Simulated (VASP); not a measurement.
A run of VASP 6.6.1 is set up as follows.

File INCAR:

```
PREC     = Accurate       # precision mode
ENCUT    = 520            # plane-wave cutoff, eV
EDIFF    = 1E-6           # SCF threshold, eV
ISMEAR   = -1             # smearing method
SIGMA    = 0.08           # smearing width, eV
LREAL    = False          # projectors in reciprocal space
LASPH    = True           # aspherical terms in the spheres
NELM     = 100            # most SCF steps
ALGO     = Normal         # electronic algorithm
ISIF     = 2              # what is computed and relaxed
LWAVE    = False          # write WAVECAR
LCHARG   = False          # write CHGCAR
GGA      = PE             # functional
NBANDS   = 11             # bands
```

Contents of KPOINTS:

```
regular mesh
0
Gamma
  19 19 19
```

File POSCAR:

```
Pd
1.0
    0.0000000000      1.9726448742      1.9726448742
    1.9726448742      0.0000000000      1.9726448742
    1.9726448742      1.9726448742      0.0000000000
Pd
1
Direct
    0.0000000000      0.0000000000      0.0000000000
```

Potentials or basis: VASP PAW PBE potentials, release 64 (Pd).

Launch:

```bash
$ cat potpaw_PBE.64/Pd/POTCAR > POTCAR
$ mpirun -np 1 vasp_std > vasp.out
```

Problem. Estimate the pressure.

Solution. -0.3 GPa.

Problem. Predict the band gap on the k mesh.

Solution. Zero (bands 5 and 6 overlap by 1.46 eV).
